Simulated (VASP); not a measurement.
NiSb, 4 atoms in the cell. The structure is hexagonal, space group P6_3/mmc (No. 194). Conventional cell: a = 3.976 Å, b = 3.976 Å, c = 5.157 Å, α = 90.00°, β = 90.00°, γ = 120.00°. Ni (site symmetry -3m) has 2 Ni at 2.58 Å and 6 Sb at 2.63 Å within 3.4 Å. Sb (site symmetry -6m2) has 6 Ni at 2.63 Å and 6 Sb at 3.45 Å within 3.5 Å. 

| Item | Value |
| --- | --- |
| Program | VASP 6.6.1 |
| Task | single point |
| Functional | PBE |
| Potentials or basis | VASP PAW PBE potentials, release 64 (Ni, Sb) |
| Cutoff | 520 eV |
| k mesh | 18 × 18 × 10 |
| Occupations | gaussian, width 0.1 eV |
| Spin | no spin polarisation |
| Dipole correction | no |
| Further INCAR settings | ALGO = Normal; EDIFF = 1e-07; NBANDS = 23 |

Potentials or basis: VASP PAW PBE potentials, release 64 (Ni, Sb).

The run is started by

```bash
$ cat potpaw_PBE.64/Ni/POTCAR potpaw_PBE.64/Sb/POTCAR > POTCAR
$ mpirun -np 1 vasp_std > vasp.out
```

Hardware: 1 thread of Oxide Virtual Turin-like Processor, with other jobs on the host.

Task: How long does it take, and how much memory?

Result: It took 9.6 min on 1 thread of Oxide Virtual Turin-like Processor (shared host), peak memory 0.4 GiB. Counts: scf iterations 17, k points 222.
